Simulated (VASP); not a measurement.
Here is a VASP 6.6.1 calculation.

The input INCAR:

```
SYSTEM = NaH
ALGO     = Normal         ! electronic algorithm
EDIFF    = 1E-6           ! SCF threshold, eV
ENCUT    = 520            ! plane-wave cutoff, eV
GGA      = PE             ! functional
ISIF     = 2              ! what is computed and relaxed
ISMEAR   = 1              ! smearing method
LASPH    = .True.         ! aspherical terms in the spheres
LCHARG   = .False.        ! write CHGCAR
LREAL    = .False.        ! projectors in reciprocal space
LWAVE    = .False.        ! write WAVECAR
NBANDS   = 11             ! bands
NELM     = 80             ! most SCF steps
PREC     = Accurate       ! precision mode
SIGMA    = 0.05           ! smearing width, eV
```

KPOINTS

```
k-points
0
Gamma
  8 8 8
  0 0 0
```

The input POSCAR:

```
NaH
1.0
    0.0000000000      2.4400000000      2.4400000000
    2.4400000000      0.0000000000      2.4400000000
    2.4400000000      2.4400000000      0.0000000000
Na H
1 1
Direct
   -0.0125970000      0.0013660000      0.0060060000
    0.5005580000      0.4984190000      0.5048660000
```

Potentials or basis: VASP PAW PBE potentials, release 64 (Na_pv, H).

Launch:

```sh
$ cat potpaw_PBE.64/Na_pv/POTCAR potpaw_PBE.64/H/POTCAR > POTCAR
$ mpirun -np 1 vasp_std > vasp.out
```

Problem. What does it give for the pressure?

Solution. -0.7 GPa.

Problem. What does it give for the band gap on the k mesh?

Solution. 3.71 eV, indirect (least direct gap 4.55 eV).

Problem. Predict the largest force.

Solution. 0.031 eV/Å.

Forces on the atoms (eV/Å):
```
Na  -0.008  0.023  0.019
H    0.008 -0.023 -0.019
```

A k mesh can miss the band edges. As with any semilocal functional, this PBE gap is likely too small.
